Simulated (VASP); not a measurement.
Here is a VASP 6.6.1 calculation.

INCAR

```
  ALGO = Normal
  EDIFF = 1E-6
  ENCUT = 520
  GGA = PE
  ISIF = 2
  ISMEAR = 0
  ISPIN = 2
  IVDW = 12
  LASPH = T
  LCHARG = T
  LELF = T
  LMAXMIX = 4
  LORBIT = 11
  LREAL = Auto
  LVHAR = T
  LWAVE = F
  MAGMOM = 0 0 0 0 0 0 0 0 0 0 0 0 0 0 0 0 0 0 0 0 0 0 1
  NBANDS = 114
  NELECT = 189.0
  NELM = 150
  PREC = Accurate
  SIGMA = 0.02
```

File KPOINTS:

```
k-points
0
Gamma
  2 2 2
```

The input POSCAR:

```
Ti8O14F
1.0
   -4.5937300000     -4.5937300000      0.0000000000
    4.5937300000     -4.5937300000      0.0000000000
    0.0000000000      0.0000000000      5.9162400000
Ti O F
8 14 1
Direct
    0.4965482051      0.5000000000      0.0000000000
   -0.0023515724      0.5000000000      0.2490088516
    0.4952159565      0.5000000000      0.5000000000
   -0.0023515724      0.5000000000      0.7509911484
    0.0552516528      0.0000000000      0.0000000000
    0.4884954340      0.0000000000      0.2630139692
   -0.0091743937      0.0000000000      0.5000000000
    0.4884954340      0.0000000000      0.7369860308
    0.1980406942      0.5000000000      0.0000000000
    0.0078207404      0.1960048752      0.2418904654
    0.7977009358      0.5000000000      0.0000000000
    0.0078207404      0.8039951248      0.2418904654
    0.1974165569      0.5000000000      0.5000000000
    0.0078207404      0.1960048752      0.7581095346
    0.7971667716      0.5000000000      0.5000000000
    0.0078207404      0.8039951248      0.7581095346
    0.4952248825      0.7035972455      0.2473844494
    0.4952248825      0.2964027545      0.2473844494
    0.7012398760      0.0000000000      0.5000000000
    0.4952248825      0.7035972455      0.7526155506
    0.2908197304      0.0000000000      0.5000000000
    0.4952248825      0.2964027545      0.7526155506
    0.6900037996      0.0000000000      0.0000000000
```

Potentials or basis: VASP PAW PBE potentials, release 64 (Ti_sv, O, F).

The run is started by

```sh
$ cat potpaw_PBE.64/Ti_sv/POTCAR potpaw_PBE.64/O/POTCAR potpaw_PBE.64/F/POTCAR > POTCAR
$ mpirun -np 1 vasp_std > vasp.out
```

(1) Estimate the largest force.

(2) Estimate the dispersion energy per atom.

## Answers

(1) 0.057 eV/Å.

(2) -0.247 eV.

Caveat: the k points lie up to 0.53 Å⁻¹ apart; the cell carries a net charge on a neutralising background, which shifts energy and pressure; a moment this small can come from the mesh or the smearing.
